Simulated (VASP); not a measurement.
Input of a VASP 6.6.1 run:

File POSCAR:

```
CsH
1.0
    0.0000000000      3.1880000000      2.9329600000
    3.1880000000      0.0000000000      2.9329600000
    3.1880000000      3.1880000000      0.0000000000
Cs H
1 1
Direct
    0.0000000000      0.0000000000      0.0000000000
    0.5000000000      0.5000000000      0.5000000000
```

INCAR.step1

```
SYSTEM = CsH
PREC     = Accurate       ! precision mode
ENCUT    = 520            ! plane-wave cutoff, eV
ISMEAR   = 0              ! smearing method
SIGMA    = 0.05           ! smearing width, eV
LREAL    = .FALSE.        ! projectors in reciprocal space
LASPH    = .TRUE.         ! aspherical terms in the spheres
NELM     = 60             ! most SCF steps
NBANDS   = 12             ! bands
GGA      = PE             ! functional
ALGO     = Normal         ! electronic algorithm
EDIFF    = 1E-4           ! SCF threshold, eV
LWAVE    = .TRUE.         ! write WAVECAR
LCHARG   = .FALSE.        ! write CHGCAR
```

INCAR.step2

```
SYSTEM = CsH
PREC     = Accurate       ! precision mode
ENCUT    = 520            ! plane-wave cutoff, eV
EDIFF    = 1E-7           ! SCF threshold, eV
ISMEAR   = 0              ! smearing method
SIGMA    = 0.05           ! smearing width, eV
LREAL    = .FALSE.        ! projectors in reciprocal space
LASPH    = .TRUE.         ! aspherical terms in the spheres
NELM     = 60             ! most SCF steps
ALGO     = Normal         ! electronic algorithm
ISIF     = 2              ! what is computed and relaxed
LWAVE    = .FALSE.        ! write WAVECAR
LCHARG   = .TRUE.         ! write CHGCAR
METAGGA  = R2SCAN         ! meta-GGA
LMIXTAU  = .TRUE.       
LELF     = .TRUE.         ! ELF
LVHAR    = .TRUE.       
NBANDS   = 12             ! bands
ISTART   = 1
```

Contents of KPOINTS:

```
Automatic mesh
0
G
  6 6 6
  0 0 0
```

Potentials or basis: VASP PAW PBE potentials, release 64 (Cs_sv, H).

The run is started by

```console
$ cat potpaw_PBE.64/Cs_sv/POTCAR potpaw_PBE.64/H/POTCAR > POTCAR
$ cp INCAR.step1 INCAR
$ mpirun -np 1 vasp_std > vasp.out
$ cp INCAR.step2 INCAR
$ mpirun -np 1 vasp_std > vasp.out
```

(1) Predict the band gap on the k mesh.

(2) Estimate the pressure.

## Answers

(1) 2.51 eV, direct.

(2) 1.2 GPa.

Caveat: the cell differs from its parent crystal (strain +0.000 along x and y, -0.080 along z); the PAW data sets were made with another functional, which shifts forces and pressure a little; spin-orbit coupling is left out, which moves the levels of the heavy elements.
